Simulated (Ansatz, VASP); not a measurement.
## ZnS: VASP beside Ansatz

```
Zn S
1.0
     3.81100    0.00000    0.00000
    -1.90550    3.30042    0.00000
     0.00000    0.00000    6.23400
Zn S
2 2
Direct
  0.33333 0.66667 0.00000
  0.66667 0.33333 0.50000
  0.33333 0.66667 0.43312
  0.66667 0.33333 0.88500
```

Alike in both runs: task single point; functional PBE; k mesh 12 × 12 × 6; occupations gaussian, width 0.05 eV; no spin polarisation.

|  | VASP | Ansatz |
| --- | --- | --- |
| version | VASP 6.6.1 | Ansatz 0.2.0 |
| potentials or method | VASP PAW PBE potentials, release 64 (Zn, S), cutoff 520 eV | scalar-relativistic, plane waves, PAW |
| valence electrons in the cell | 36 | 36 |

|  | VASP | Ansatz | Ansatz less VASP |
| --- | --- | --- | --- |
| gap on the k mesh at the Fermi level (eV) | 2.24 | 2.24 | -0.007 |
| least direct gap on the mesh (eV) | 2.27 | 2.26 | -0.007 |
| pressure (GPa) | 4.2 | 4.0 | -0.17 |
| traceless stress, the component that is largest in VASP (GPa) | -3.21 | -3.13 | +0.076 |
| rms of the force components (eV/Å) | 0.599 | 0.596 | -0.0031 |

Atom by atom the forces differ by 0.004 eV/Å (rms over components).
